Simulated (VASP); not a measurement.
# PtC3 (P6_3/mmc) in VASP: relaxation of cell and atoms with PBE

Aim: the relaxation of cell and atoms of PtC3 with PBE.

Everything below comes from runs of VASP 6.6.1. Logs are shortened: lines on timing, memory, paths and dates and some standing lists are left out, and cuts for length are marked.

**1. The cell of the first run**

The structure is hexagonal, space group P6_3/mmc (No. 194). The conventional cell has a = 4.278 Å, b = 4.278 Å, c = 8.572 Å, α = 90.00°, β = 90.00°, γ = 120.00°. Within 2.9 Å of Pt (site symmetry -6m2) lie 6 C at 2.17 Å. C (site symmetry mm2) has 2 C at 1.46 Å within 1.9 Å.

**2. Relaxation of cell and atoms, PBE**

File INCAR:

```
SYSTEM = PtC3
PREC = Accurate
ENCUT = 600
EDIFF = 1E-6
ISMEAR = 0
SIGMA = 0.1
LREAL = .FALSE.
LASPH = .TRUE.
NELM = 80
ALGO = Normal
ISIF = 3
LWAVE = .FALSE.
LCHARG = .FALSE.
GGA = PE
IBRION = 2
NSW = 100
EDIFFG = -0.01
```

File KPOINTS:

```
Automatic mesh
0
G
  12 12 6
  0 0 0
```

File POSCAR:

```
PtC3
1.0
    4.2779939994      0.0000000000      0.0000000000
   -2.1389969997      3.7048514807      0.0000000000
    0.0000000000      0.0000000000      8.5718976551
Pt C
2 6
Direct
    0.3333333333      0.6666666667      0.2500000000
    0.6666666667      0.3333333333      0.7500000000
    0.7802586467      0.5605172933      0.2500000000
    0.2197413533      0.7802586467      0.7500000000
    0.4394827067      0.2197413533      0.2500000000
    0.2197413533      0.4394827067      0.7500000000
    0.7802586467      0.2197413533      0.2500000000
    0.5605172933      0.7802586467      0.7500000000
```

Potentials or basis: VASP PAW PBE potentials, release 64 (Pt, C).

Started as:

```
> cat potpaw_PBE.64/Pt/POTCAR potpaw_PBE.64/C/POTCAR > POTCAR
> mpirun -np 1 vasp_std > vasp.out
```

OUTCAR:

```text
SYSTEM = PtC3
   PREC = Accurate
   ENCUT = 600
   EDIFF = 1E-6
   ISMEAR = 0
   LREAL = .FALSE.
   LASPH = .TRUE.
   NELM = 80
   ISIF = 3
   GGA = PE
   IBRION = 2
   NSW = 100
   EDIFFG = -0.01

 ion  position               nearest neighbor table
   1  0.333  0.667  0.250-   5 2.17   3 2.17   7 2.17   7 2.17   5 2.17   3 2.17
   2  0.667  0.333  0.750-   8 2.17   6 2.17   4 2.17   4 2.17   8 2.17   6 2.17
   3  0.780  0.561  0.250-   5 1.46   7 1.46   1 2.17   1 2.17
   4  0.220  0.780  0.750-   6 1.46   8 1.46   2 2.17   2 2.17
   5  0.439  0.220  0.250-   3 1.46   7 1.46   1 2.17   1 2.17
   6  0.220  0.439  0.750-   4 1.46   8 1.46   2 2.17   2 2.17
   7  0.780  0.220  0.250-   3 1.46   5 1.46   1 2.17   1 2.17
   8  0.561  0.780  0.750-   6 1.46   4 1.46   2 2.17   2 2.17

  LATTYP: Found a hexagonal cell.
 ALAT       =     4.2779939994
 C/A-ratio  =     2.0037189525

  Lattice vectors:

 A1 = (   4.2779939994,   0.0000000000,   0.0000000000)
 A2 = (  -2.1389969997,   3.7048514807,   0.0000000000)
 A3 = (   0.0000000000,   0.0000000000,   8.5718976551)

Analysis of symmetry for initial positions (statically):
=====================================================================
 Subroutine PRICEL returns:
 Original cell was already a primitive cell.

 Routine SETGRP: Setting up the symmetry group for a
 hexagonal supercell.

 Subroutine GETGRP returns: Found 24 space group operations
 (whereof 12 operations were pure point group operations)
 out of a pool of 24 trial point group operations.

The static configuration has the point symmetry D_3d.
 The point group associated with its full space group is D_6h.

Analysis of symmetry for dynamics (positions and initial velocities):
=====================================================================
 Subroutine PRICEL returns:
 Original cell was already a primitive cell.

 Routine SETGRP: Setting up the symmetry group for a
 hexagonal supercell.

 Subroutine GETGRP returns: Found 24 space group operations
 (whereof 12 operations were pure point group operations)
 out of a pool of 24 trial point group operations.

The dynamic configuration has the point symmetry D_3d.
 The point group associated with its full space group is D_6h.

 Subroutine INISYM returns: Found 24 space group operations
 (whereof 12 operations are pure point group operations),
 and found     1 'primitive' translations

----------------------------------------------------------------------------------------

                                     Primitive cell

  volume of cell :     135.8589

  direct lattice vectors                    reciprocal lattice vectors
     4.277993999  0.000000000  0.000000000     0.233754419  0.134958176  0.000000000
    -2.138997000  3.704851481  0.000000000     0.000000000  0.269916353  0.000000000
     0.000000000  0.000000000  8.571897655     0.000000000  0.000000000  0.116660282

  length of vectors
     4.277993999  4.277993999  8.571897655     0.269916353  0.269916353  0.116660282

  position of ions in fractional coordinates (direct lattice)
     0.333333333  0.666666667  0.250000000
     0.666666667  0.333333333  0.750000000
     0.780258647  0.560517293  0.250000000
     0.219741353  0.780258647  0.750000000
     0.439482707  0.219741353  0.250000000
     0.219741353  0.439482707  0.750000000
     0.780258647  0.219741353  0.250000000
     0.560517293  0.780258647  0.750000000

  ion indices of the primitive-cell ions
   primitive index   ion index
                 1           1
                 2           2
                 3           3
                 4           4
                 5           5
                 6           6
                 7           7
                 8           8

----------------------------------------------------------------------------------------

 KPOINTS: Automatic mesh

Automatic generation of k-mesh.
 Grid dimensions read from file:
 generate k-points for:   12   12    6

 Generating k-lattice:

  Cartesian coordinates                     Fractional coordinates (reciprocal lattice)
     0.019479535  0.011246515  0.000000000     0.083333333  0.000000000  0.000000000
     0.000000000  0.022493029  0.000000000     0.000000000  0.083333333  0.000000000
     0.000000000  0.000000000  0.019443380     0.000000000  0.000000000  0.166666667

  Length of vectors
     0.022493029  0.022493029  0.019443380

  Shift w.r.t. Gamma in fractional coordinates (k-lattice)
     0.000000000  0.000000000  0.000000000

 Subroutine IBZKPT returns following result:
 ===========================================

 Found     76 irreducible k-points:

 Following reciprocal coordinates:
            Coordinates               Weight
  0.000000  0.000000  0.000000      1.000000
  0.083333  0.000000  0.000000      6.000000
  0.166667  0.000000  0.000000      6.000000
  0.250000  0.000000  0.000000      6.000000
  0.333333  0.000000  0.000000      6.000000
  0.416667  0.000000  0.000000      6.000000
[... 16 lines left out ...]
  0.250000  0.000000  0.166667     12.000000
  0.333333  0.000000  0.166667     12.000000
 [... further k-points ...]
   k-points           NKPTS =     76   k-points in BZ     NKDIM =     76   number of bands    NBANDS=     27
   number of dos      NEDOS =    301   number of ions     NIONS =      8
   total plane-waves  NPLWV =  90720
   dimension x,y,z NGX =    36 NGY =   36 NGZ =   70
   dimension x,y,z NGXF=    72 NGYF=   72 NGZF=  140
   ions per type =               2   6
   NGX,Y,Z   is equivalent  to a cutoff of  13.99, 13.99, 13.58 a.u.
   NGXF,Y,Z  is equivalent  to a cutoff of  27.98, 27.98, 27.15 a.u.
 SYSTEM =  PtC3
   PREC   = accura    normal or accurate (medium, high low for compatibility)
   ISTART =      0    job   : 0-new  1-cont  2-samecut
   ICHARG =      2    charge: 1-file 2-atom 10-const
   ISPIN  =      1    spin polarized calculation?
   LNONCOLLINEAR =      F non collinear calculations
   LSORBIT =      F    spin-orbit coupling
   LASPH  =      T    aspherical Exc in radial PAW
   ENCUT  =  600.0 eV  44.10 Ry    6.64 a.u.   8.54  8.54 17.12*2*pi/ulx,y,z
   NELM   =     80;   NELMIN=  2; NELMDL= -5     # of ELM steps
   EDIFF  = 0.1E-05   stopping-criterion for ELM
   LREAL  =      F    real-space projection
   EDIFFG = -.1E-01   stopping-criterion for IOM
   NSW    =    100    number of steps for IOM
   IBRION =      2    ionic relax: 0-MD 1-quasi-New 2-CG
   NFREE  =      1    steps in history (QN), initial steepest desc. (CG)
   ISIF   =      3    stress and relaxation
   ISYM   =      2    0-nonsym 1-usesym 2-fastsym
   POTIM  = 0.5000    time-step for ionic-motion
   TEBEG  =    0.0;   TEEND  =   0.0 temperature during run
   PSTRESS=    0.0 pullay stress
   NELECT =      44.0000    total number of electrons
   NUPDOWN=      -1.0000    fix difference up-down
   EMIN   =  10.00;   EMAX   =-10.00  energy-range for DOS
   EFERMI =   0.00;   METHOD = LEGACY
   ISMEAR =     0;   SIGMA  =   0.10  broadening in eV -4-tet -1-fermi 0-gaus
   EFERMI_NEDOS =   21; number of points for ismear=-14 and -15
   IALGO  =     38    algorithm
   IMIX   =      4    mixing-type and parameters
     AMIX     =   0.40;   BMIX     =  1.00
     AMIX_MAG =   1.60;   BMIX_MAG =  1.00
  volume/ion in A,a.u.               =      16.98       114.60
  Fermi-wavevector in a.u.,A,eV,Ry     =   1.124250  2.124525 17.196935  1.263939
  Thomas-Fermi vector in A             =   2.260921
   LORBIT       =      0    0 simple, 1 ext, 2 COOP (PROOUT), +10 PAW based schemes
   GGA     = PE    functional components
   LHFCALC =     F    Hartree Fock is set to
   AEXX    =    0.0000 exact exchange contribution
   IVDW    =     0    specifies the selected vdW correction
   LEPSILON=     F    determine dielectric tensor
   LRPA    =     F    only Hartree local field effects (RPA)
 conjugate gradient relaxation of ions
 non-spin polarized calculation
 Gauss-broadening in eV      SIGMA  =   0.10
  energy-cutoff  :      600.00
  volume of cell :      135.86
 maximum number of plane-waves:      4576
 NGX is ok and might be reduce to    36
   NGX = 17   NGY = 17   NGZ = 35

--------------------------------------- Ionic step        1  -------------------------------------------

 number of electron      43.9999998 magnetization

 Free energy of the ion-electron system (eV)
  ---------------------------------------------------
  ext. energy  EPLUGINS =         0.00000000
  ---------------------------------------------------
  free energy    TOTEN  =       -51.48484572 eV

  energy without entropy =      -51.47609317  energy(sigma->0) =      -51.48046945

------------------------ aborting loop because EDIFF is reached ----------------------------------------

  FORCE on cell =-STRESS in cart. coord.  units (eV):
  Direction    XX          YY          ZZ          XY          YZ          ZX
  --------------------------------------------------------------------------------------
  -------------------------------------------------------------------------------------
  Total        0.0688803      0.0688803      0.1496318      0.0000000      0.0000000      0.0000000
  in kB        0.8123022      0.8123022      1.7646015      0.0000000      0.0000000      0.0000000
  external PRESSURE =       1.1297353 kB  Pullay stress =       0.0000000 kB
[... 107 lines left out ...]
  FREE ENERGIE OF THE ION-ELECTRON SYSTEM (eV)
  ---------------------------------------------------
  free  energy   TOTEN  =       -51.4860360394 eV

  energy  without entropy=      -51.4772700903  energy(sigma->0) =      -51.48165306

[... ionic steps 4 to 12 ...]

--------------------------------------- Ionic step       13  -------------------------------------------

 number of electron      44.0000001 magnetization

------------------------ aborting loop because EDIFF is reached ----------------------------------------
[... 79 lines left out ...]
--------------------------------------- Ionic step       15  -------------------------------------------

 number of electron      44.0000000 magnetization

 Free energy of the ion-electron system (eV)
  ---------------------------------------------------
  ext. energy  EPLUGINS =         0.00000000
  ---------------------------------------------------
  free energy    TOTEN  =       -51.49034830 eV

  energy without entropy =      -51.48168265  energy(sigma->0) =      -51.48601548

 E-fermi :   2.9650     XC(G=0):  -8.3707

 val. band max:        2.9342118088   @ k =   0.0000   0.0000   0.0000
 cond. band min:       3.0261922497   @ k =   0.0833   0.0000   0.0000
 fundamental gap:      0.0919804409
 Fermi energy:         2.9650390479

 k-point     1 :       0.0000    0.0000    0.0000
  band No.  band energies     occupation
      1     -16.9546      2.00000
      2     -16.9446      2.00000
      3      -7.4690      2.00000
      4      -7.4690      2.00000
      5      -7.4637      2.00000
      6      -7.4637      2.00000
[... 709 lines left out ...]
     26       3.8818      0.00000
     27       5.1293      0.00000

 [... further k-points ...]
[... 5 lines left out ...]
  --------------------------------------------------------------------------------------
  -------------------------------------------------------------------------------------
  Total       -0.0694829     -0.0694829      0.0289271      0.0000000     -0.0000000     -0.0000000
  in kB       -0.7840330     -0.7840330      0.3264079      0.0000000     -0.0000000     -0.0000000
  external PRESSURE =      -0.4138860 kB  Pullay stress =       0.0000000 kB
[... 23 lines left out ...]
  FREE ENERGIE OF THE ION-ELECTRON SYSTEM (eV)
  ---------------------------------------------------
  free  energy   TOTEN  =       -51.4903483013 eV

  energy  without entropy=      -51.4816826513  energy(sigma->0) =      -51.48601548

 reached required accuracy - stopping structural energy minimisation
```

Wall time 63 min (1 thread of Intel Xeon 8259CL, shared host); peak memory 0.52 GiB.

What came out:

```
Free energy                           : -51.4903 eV
Relaxed volume                        : 17.75 Å³/atom
Relaxed cell                          : a = 4.275 Å, b = 4.275 Å, c = 8.973 Å, α = 90.00°, β = 90.00°, γ = 120.00°
Space group after relaxing (to 0.1 Å) : P6_3/mmc (No. 194)
Energy gained by relaxing             : 0.7 meV/atom
Ionic steps                           : 15
Pressure after relaxing               : 0.0 GPa
Largest force after relaxing          : 0.007 eV/Å
Band gap on the k mesh                : zero (filled and empty bands touch)
```

Forces on the atoms (eV/Å):
```
Pt   0.000  0.000  0.000
Pt   0.000  0.000  0.000
C    0.000  0.007  0.000
C   -0.006  0.004  0.000
C   -0.006 -0.004  0.000
C    0.000 -0.007  0.000
C    0.006 -0.004  0.000
C    0.006  0.004  0.000
```

Step by step:
| step | energy change (eV) | largest force (eV/Å) | pressure (GPa) | volume (Å³) |
| --- | --- | --- | --- | --- |
| 1 | 0.0000 | 0.1733 | 0.11 | 135.86 |
| 2 | 0.0073 | 0.4375 | -1.09 | 136.09 |
| 3 | -0.0012 | 0.0039 | -0.23 | 135.92 |
| 4 | -0.0016 | 0.0056 | 0.20 | 135.56 |
| 5 | -0.0017 | 0.0021 | 0.07 | 135.66 |
| 6 | -0.0018 | 0.0067 | 0.08 | 135.76 |
| 7 | -0.0021 | 0.0080 | 0.05 | 136.05 |
| 8 | -0.0027 | 0.0151 | 0.01 | 136.64 |
| 9 | -0.0036 | 0.0293 | -0.06 | 137.82 |
| 10 | -0.0047 | 0.0577 | -0.22 | 140.17 |
| 11 | -0.0049 | 0.0716 | -0.28 | 141.25 |
| 12 | -0.0050 | 0.0687 | -0.26 | 141.28 |
| 13 | -0.0051 | 0.0576 | -0.23 | 141.38 |
| 14 | -0.0053 | 0.0361 | -0.17 | 141.58 |
| 15 | -0.0055 | 0.0072 | -0.04 | 141.99 |

Final structure:
```xyz
8
Lattice="4.2745 0.0000 0.0000 -2.1373 3.7019 0.0000 0.0000 0.0000 8.9731" Properties=species:S:1:pos:R:3 pbc="T T T"
Pt    0.0000    2.4679    2.2433
Pt    2.1373    1.2340    6.7298
C     2.1373    2.0779    2.2433
C    -0.7309    2.8899    6.7298
C     1.4064    0.8120    2.2433
C     0.0000    1.6239    6.7298
C     2.8682    0.8120    2.2433
C     0.7309    2.8899    6.7298
```

Caveat: spin-orbit coupling is left out, which moves the levels of the heavy elements.

The gap in the log of VASP goes by the Fermi energy; the results here count the filled bands.